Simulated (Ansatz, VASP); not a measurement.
## Two plane-wave programs on Re

The input INCAR:

```
ALGO = Normal
EDIFF = 1E-6
ENCUT = 520
GGA = PE
ISIF = 2
ISMEAR = 0
LASPH = T
LCHARG = F
LREAL = F
LWAVE = F
NBANDS = 10
NELM = 100
PREC = Accurate
SIGMA = 0.1
```

The input KPOINTS:

```
k-points
0
Gamma
  18 18 18
```

Contents of POSCAR:

```
Re
1.0
    0.0000000000      1.9379472851      1.9379472851
    1.9379472851      0.0000000000      1.9379472851
    1.9379472851      1.9379472851      0.0000000000
Re
1
Direct
    0.0000000000      0.0000000000      0.0000000000
```

Input for Ansatz:

```yaml
crystal:
  lattice:
    - [0.0, 1.9379472851, 1.9379472851]
    - [1.9379472851, 0.0, 1.9379472851]
    - [1.9379472851, 1.9379472851, 0.0]
  atoms:
    - { symbol: Re, position: [0.0, 0.0, 0.0] }
basis:
  ecutwfc: 420
kpoints:
  mp_grid: { grid: [18, 18, 18] }
hamiltonian:
  xc: pbe
scf:
  occupations: { method: gaussian, width: 0.1 }
output:
  forces: true
  stress: true
  eigenvalues: true
  write_density: true
  write_potential: true
  elf: true
  volumetric_format: npy
```

Alike in both runs: task single point; functional PBE; k mesh 18 × 18 × 18; occupations gaussian, width 0.1 eV; no spin polarisation.

```csv
,VASP,Ansatz
version,VASP 6.6.1,Ansatz 0.2.0
potentials or method,"VASP PAW PBE potentials, release 64 (Re), cutoff 520 eV","scalar-relativistic, plane waves, PAW"
valence electrons in the cell,7,15
```

```tsv
	VASP	Ansatz	Ansatz less VASP
gap on the k mesh at the Fermi level (eV)	none	none	-
pressure (GPa)	11.4	11.8	+0.40
```

A gap of «none» marks a metal or a gap that the smearing closes. With one functional, cell and mesh, what is left measures potentials, basis and numerics. VASP's potentials hold 7 valence electrons a cell and Ansatz's 15, so a difference there can come from the potentials and not from the codes.

Neither program's run includes spin-orbit coupling.
